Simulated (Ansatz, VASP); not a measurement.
# Ti3Al in VASP and in Ansatz

```
CELL_PARAMETERS angstrom
0.00000 3.23061 3.23061
3.23061 0.00000 3.23061
3.23061 3.23061 0.00000
ATOMIC_POSITIONS crystal
Ti 0.75000 0.75000 0.75000
Ti 0.25000 0.25000 0.25000
Ti 0.00000 0.00000 0.00000
Al 0.50000 0.50000 0.50000
```

Alike in both runs: functional PBE; k mesh 12 × 12 × 12; occupations gaussian, width 0.1 eV; collinear spin.

Ansatz relaxed the structure, and its values are those at the end. VASP's run is a single point on that final structure, the one shown.

```csv
,VASP,Ansatz
version,VASP 6.6.1,Ansatz 0.2.0
potentials or method,"VASP PAW PBE potentials, release 64 (Ti_sv, Al), cutoff 520 eV","scalar-relativistic, plane waves, PAW"
valence electrons in the cell,39,39
```

VASP gave:

```
gap on the k mesh at the Fermi level (eV)                     : none
pressure (GPa)                                                : -0.1
net moment per atom (μB)                                      : 0.49
size of the moment on the site where the two differ most (μB) : 1.02
```

Problem. Estimate Ansatz's values.

Solution. gap on the k mesh at the Fermi level (eV): none; pressure (GPa): 0.0; net moment per atom (μB): 0.49; size of the moment on the site where the two differ most (μB): 1.03.

Site moments also hang on the region over which each program counts them. A gap of «none» marks a metal or a gap that the smearing closes. With one functional, cell and mesh, what is left measures potentials, basis and numerics.
